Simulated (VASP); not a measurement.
# Nb3Tl (Pm-3n) in VASP: settings compared

Aim: see how the results for Nb3Tl move with the level of theory and the settings. Levels: LDA, PBEsol, PBE. Tasks: single point.

Program: VASP 6.6.1. These are calculated values, not measurements. Logs are shortened: lines on timing, memory, paths and dates and some standing lists are left out, and cuts for length are marked.

## Step 1: The cell of the first run

It takes space group Pm-3n (No. 223, cubic). Conventional cell: a = 5.241 Å, b = 5.241 Å, c = 5.241 Å, α = 90.00°, β = 90.00°, γ = 90.00°. Nb (site symmetry -4m2) has 10 Nb at 2.62 to 3.21 Å and 4 Tl at 2.93 Å within 3.5 Å. Tl (site symmetry m-3) has 12 Nb at 2.93 Å within 3.9 Å.

## Step 2: Single point, LDA

INCAR

```
PREC = Accurate
ENCUT = 520
EDIFF = 1E-7
ISMEAR = -1
SIGMA = 0.1
LREAL = False
LASPH = True
NELM = 80
ALGO = Normal
ISIF = 2
LWAVE = False
LCHARG = True
GGA = CA
LELF = True
LVHAR = True
NBANDS = 62
```

KPOINTS

```
regular mesh
0
Gamma
  6 6 6
```

POSCAR

```
Nb3Tl
1.0
    5.2414889243      0.0000000000      0.0000000000
    0.0000000000      5.2414889243      0.0000000000
    0.0000000000      0.0000000000      5.2414889243
Nb Tl
6 2
Direct
    0.2500000000      0.0000000000      0.5000000000
    0.5000000000      0.7500000000      0.0000000000
    0.7500000000      0.0000000000      0.5000000000
    0.5000000000      0.2500000000      0.0000000000
    0.0000000000      0.5000000000      0.7500000000
    0.0000000000      0.5000000000      0.2500000000
    0.0000000000      0.0000000000      0.0000000000
    0.5000000000      0.5000000000      0.5000000000
```

Potentials or basis: VASP PAW LDA potentials, release 64 (Nb_sv, Tl_d).

The run is started by

```console
$ cat potpaw_LDA.64/Nb_sv/POTCAR potpaw_LDA.64/Tl_d/POTCAR > POTCAR
$ mpirun -np 1 vasp_std > vasp.out
```

OUTCAR:

```text
PREC = Accurate
   ENCUT = 520
   EDIFF = 1E-7
   ISMEAR = -1
   LREAL = False
   LASPH = True
   NELM = 80
   ISIF = 2
   GGA = CA

 ion  position               nearest neighbor table
   1  0.250  0.000  0.500-   3 2.62   3 2.62   8 2.93   7 2.93   8 2.93   7 2.93
   2  0.500  0.750  0.000-   4 2.62   4 2.62   8 2.93   8 2.93   7 2.93   7 2.93
   3  0.750  0.000  0.500-   1 2.62   1 2.62   8 2.93   7 2.93   8 2.93   7 2.93
   4  0.500  0.250  0.000-   2 2.62   2 2.62   8 2.93   8 2.93   7 2.93   7 2.93
   5  0.000  0.500  0.750-   6 2.62   6 2.62   8 2.93   7 2.93   7 2.93   8 2.93
   6  0.000  0.500  0.250-   5 2.62   5 2.62   8 2.93   7 2.93   7 2.93   8 2.93
   7  0.000  0.000  0.000-   1 2.93   2 2.93   3 2.93   4 2.93   5 2.93   6 2.93   1 2.93   3 2.93
                             5 2.93   6 2.93   2 2.93   4 2.93
   8  0.500  0.500  0.500-   1 2.93   2 2.93   3 2.93   4 2.93   5 2.93   6 2.93   2 2.93   4 2.93
                             1 2.93   3 2.93   5 2.93   6 2.93

  LATTYP: Found a simple cubic cell.
 ALAT       =     5.2414889243

  Lattice vectors:

 A1 = (   5.2414889243,   0.0000000000,   0.0000000000)
 A2 = (   0.0000000000,   5.2414889243,   0.0000000000)
 A3 = (   0.0000000000,   0.0000000000,   5.2414889243)

Analysis of symmetry for initial positions (statically):
=====================================================================
 Subroutine PRICEL returns:
 Original cell was already a primitive cell.

 Routine SETGRP: Setting up the symmetry group for a
 simple cubic supercell.

 Subroutine GETGRP returns: Found 48 space group operations
 (whereof 24 operations were pure point group operations)
 out of a pool of 48 trial point group operations.

The static configuration has the point symmetry T_h .
 The point group associated with its full space group is O_h .

Analysis of symmetry for dynamics (positions and initial velocities):
=====================================================================
 Subroutine PRICEL returns:
 Original cell was already a primitive cell.

 Routine SETGRP: Setting up the symmetry group for a
 simple cubic supercell.

 Subroutine GETGRP returns: Found 48 space group operations
 (whereof 24 operations were pure point group operations)
 out of a pool of 48 trial point group operations.

The dynamic configuration has the point symmetry T_h .
 The point group associated with its full space group is O_h .

 Subroutine INISYM returns: Found 48 space group operations
 (whereof 24 operations are pure point group operations),
 and found     1 'primitive' translations

----------------------------------------------------------------------------------------

                                     Primitive cell

  volume of cell :     144.0005

  direct lattice vectors                    reciprocal lattice vectors
     5.241488924  0.000000000  0.000000000     0.190785484  0.000000000  0.000000000
     0.000000000  5.241488924  0.000000000     0.000000000  0.190785484  0.000000000
     0.000000000  0.000000000  5.241488924     0.000000000  0.000000000  0.190785484

  length of vectors
     5.241488924  5.241488924  5.241488924     0.190785484  0.190785484  0.190785484

  position of ions in fractional coordinates (direct lattice)
     0.250000000  0.000000000  0.500000000
     0.500000000  0.750000000  0.000000000
     0.750000000  0.000000000  0.500000000
     0.500000000  0.250000000  0.000000000
     0.000000000  0.500000000  0.750000000
     0.000000000  0.500000000  0.250000000
     0.000000000  0.000000000  0.000000000
     0.500000000  0.500000000  0.500000000

  ion indices of the primitive-cell ions
   primitive index   ion index
                 1           1
                 2           2
                 3           3
                 4           4
                 5           5
                 6           6
                 7           7
                 8           8

----------------------------------------------------------------------------------------

 KPOINTS: regular mesh

Automatic generation of k-mesh.
 Grid dimensions read from file:
 generate k-points for:    6    6    6

 Generating k-lattice:

  Cartesian coordinates                     Fractional coordinates (reciprocal lattice)
     0.031797581  0.000000000  0.000000000     0.166666667  0.000000000  0.000000000
     0.000000000  0.031797581  0.000000000     0.000000000  0.166666667  0.000000000
     0.000000000  0.000000000  0.031797581     0.000000000  0.000000000  0.166666667

  Length of vectors
     0.031797581  0.031797581  0.031797581

  Shift w.r.t. Gamma in fractional coordinates (k-lattice)
     0.000000000  0.000000000  0.000000000

 Subroutine IBZKPT returns following result:
 ===========================================

 Found     20 irreducible k-points:

 Following reciprocal coordinates:
            Coordinates               Weight
  0.000000  0.000000  0.000000      1.000000
  0.166667  0.000000  0.000000      6.000000
  0.333333  0.000000  0.000000      6.000000
  0.500000  0.000000  0.000000      3.000000
  0.166667  0.166667  0.000000     12.000000
  0.333333  0.166667  0.000000     24.000000
[... 12 lines left out ...]
  0.500000  0.500000  0.333333      6.000000
  0.500000  0.500000  0.500000      1.000000
   k-points           NKPTS =     20   k-points in BZ     NKDIM =     20   number of bands    NBANDS=     62
   number of dos      NEDOS =    301   number of ions     NIONS =      8
   total plane-waves  NPLWV =  64000
   dimension x,y,z NGX =    40 NGY =   40 NGZ =   40
   dimension x,y,z NGXF=    80 NGYF=   80 NGZF=   80
   ions per type =               6   2
   NGX,Y,Z   is equivalent  to a cutoff of  12.69, 12.69, 12.69 a.u.
   NGXF,Y,Z  is equivalent  to a cutoff of  25.37, 25.37, 25.37 a.u.
 SYSTEM =  unknown system
   PREC   = accura    normal or accurate (medium, high low for compatibility)
   ISTART =      0    job   : 0-new  1-cont  2-samecut
   ICHARG =      2    charge: 1-file 2-atom 10-const
   ISPIN  =      1    spin polarized calculation?
   LNONCOLLINEAR =      F non collinear calculations
   LSORBIT =      F    spin-orbit coupling
   LASPH  =      T    aspherical Exc in radial PAW
   ENCUT  =  520.0 eV  38.22 Ry    6.18 a.u.   9.75  9.75  9.75*2*pi/ulx,y,z
   NELM   =     80;   NELMIN=  2; NELMDL= -5     # of ELM steps
   EDIFF  = 0.1E-06   stopping-criterion for ELM
   LREAL  =      F    real-space projection
   EDIFFG = 0.1E-05   stopping-criterion for IOM
   NSW    =      0    number of steps for IOM
   IBRION =     -1    ionic relax: 0-MD 1-quasi-New 2-CG
   NFREE  =      0    steps in history (QN), initial steepest desc. (CG)
   ISIF   =      2    stress and relaxation
   ISYM   =      2    0-nonsym 1-usesym 2-fastsym
   POTIM  = 0.5000    time-step for ionic-motion
   TEBEG  =    0.0;   TEEND  =   0.0 temperature during run
   PSTRESS=    0.0 pullay stress
   NELECT =     104.0000    total number of electrons
   NUPDOWN=      -1.0000    fix difference up-down
   EMIN   =  10.00;   EMAX   =-10.00  energy-range for DOS
   EFERMI =   0.00;   METHOD = LEGACY
   ISMEAR =    -1;   SIGMA  =   0.10  broadening in eV -4-tet -1-fermi 0-gaus
   EFERMI_NEDOS =   21; number of points for ismear=-14 and -15
   IALGO  =     38    algorithm
   IMIX   =      4    mixing-type and parameters
     AMIX     =   0.40;   BMIX     =  1.00
     AMIX_MAG =   1.60;   BMIX_MAG =  1.00
  volume/ion in A,a.u.               =      18.00       121.47
  Fermi-wavevector in a.u.,A,eV,Ry     =   1.468807  2.775642 29.353110  2.157393
  Thomas-Fermi vector in A             =   2.584260
   LORBIT       =      0    0 simple, 1 ext, 2 COOP (PROOUT), +10 PAW based schemes
   GGA     = CA    functional components
   LHFCALC =     F    Hartree Fock is set to
   AEXX    =    0.0000 exact exchange contribution
   IVDW    =     0    specifies the selected vdW correction
   LEPSILON=     F    determine dielectric tensor
   LRPA    =     F    only Hartree local field effects (RPA)
 non-spin polarized calculation
  energy-cutoff  :      520.00
  volume of cell :      144.00
 maximum number of plane-waves:      3912
 NGX is ok and might be reduce to    40
   NGX = 19   NGY = 19   NGZ = 19

 number of electron     104.0000014 magnetization

 Free energy of the ion-electron system (eV)
  ---------------------------------------------------
  ext. energy  EPLUGINS =         0.00000000
  ---------------------------------------------------
  free energy    TOTEN  =       -72.61285213 eV

  energy without entropy =      -72.26708263  energy(sigma->0) =      -72.43996738

 E-fermi :  11.4263     XC(G=0): -12.7873

 val. band max:       11.4240245462   @ k =   0.5000   0.1667   0.0000
 cond. band min:      11.4311125030   @ k =   0.5000   0.5000   0.0000
 fundamental gap:      0.0070879567
 Fermi energy:        11.4263486369

 k-point     1 :       0.0000    0.0000    0.0000
  band No.  band energies     occupation
      1     -42.9460      2.00000
      2     -42.8628      2.00000
      3     -42.8628      2.00000
      4     -42.6169      2.00000
      5     -42.6169      2.00000
      6     -42.6169      2.00000
[... 54 lines left out ...]
     61      15.3443      0.00000
     62      15.3493      0.00000

 k-point     2 :       0.1667    0.0000    0.0000
  band No.  band energies     occupation
      1     -42.9369      2.00000
      2     -42.8670      2.00000
      3     -42.8504      2.00000
      4     -42.6353      2.00000
      5     -42.6169      2.00000
      6     -42.6169      2.00000
[... 54 lines left out ...]
     61      15.1088      0.00000
     62      15.2459      0.00000

 k-point     3 :       0.3333    0.0000    0.0000
  band No.  band energies     occupation
      1     -42.9169      2.00000
      2     -42.8787      2.00000
      3     -42.8113      2.00000
      4     -42.6849      2.00000
      5     -42.6169      2.00000
      6     -42.6169      2.00000
[... 1094 lines left out ...]
     61      13.9197      0.00000
     62      14.0830      0.00000

 k-point    20 :       0.5000    0.5000    0.5000
  band No.  band energies     occupation
      1     -42.7559      2.00000
      2     -42.7559      2.00000
      3     -42.7559      2.00000
      4     -42.7559      2.00000
      5     -42.7559      2.00000
      6     -42.7559      2.00000
[... 54 lines left out ...]
     61      13.9363      0.00000
     62      13.9367      0.00000

------------------------ aborting loop because EDIFF is reached ----------------------------------------

  FORCE on cell =-STRESS in cart. coord.  units (eV):
  Direction    XX          YY          ZZ          XY          YZ          ZX
  --------------------------------------------------------------------------------------
  -------------------------------------------------------------------------------------
  Total        0.1497000      0.1497000      0.1497000     -0.0000000      0.0000000      0.0000000
  in kB        1.6655907      1.6655907      1.6655907     -0.0000000      0.0000000      0.0000000
  external PRESSURE =       1.6655907 kB  Pullay stress =       0.0000000 kB

 VOLUME and BASIS-vectors are now :
 -----------------------------------------------------------------------------
  energy-cutoff  :      520.00
  volume of cell :      144.00
      direct lattice vectors                 reciprocal lattice vectors
     5.241488924  0.000000000  0.000000000     0.190785484  0.000000000  0.000000000
     0.000000000  5.241488924  0.000000000     0.000000000  0.190785484  0.000000000
     0.000000000  0.000000000  5.241488924     0.000000000  0.000000000  0.190785484

 POSITION                                       TOTAL-FORCE (eV/Angst)
 -----------------------------------------------------------------------------------
      1.31037      0.00000      2.62074         0.000000     -0.000000     -0.000000
      2.62074      3.93112      0.00000        -0.000000     -0.000000      0.000000
      3.93112      0.00000      2.62074        -0.000000      0.000000      0.000000
      2.62074      1.31037      0.00000         0.000000      0.000000     -0.000000
      0.00000      2.62074      3.93112         0.000000      0.000000     -0.000000
      0.00000      2.62074      1.31037        -0.000000      0.000000      0.000000
      0.00000      0.00000      0.00000        -0.000000      0.000000      0.000000
      2.62074      2.62074      2.62074        -0.000000      0.000000      0.000000
 -----------------------------------------------------------------------------------
    total drift:                                0.000000     -0.000000      0.000000

  FREE ENERGIE OF THE ION-ELECTRON SYSTEM (eV)
  ---------------------------------------------------
  free  energy   TOTEN  =       -72.6128521306 eV

  energy  without entropy=      -72.2670826251  energy(sigma->0) =      -72.43996738
```

It took 99 s on 1 thread of AMD EPYC 9R45 (Zen 5), shared host; peak memory 0.25 GiB.

Results:

| Quantity | Value |
| --- | --- |
| Free energy | -72.6129 eV |
| Pressure | 0.2 GPa |
| Band gap on the k mesh | zero (bands 52 and 53 overlap by 0.64 eV) |

Caveat: spin-orbit coupling is left out, which moves the levels of the heavy elements.

(Continued in part 2 of 2.)
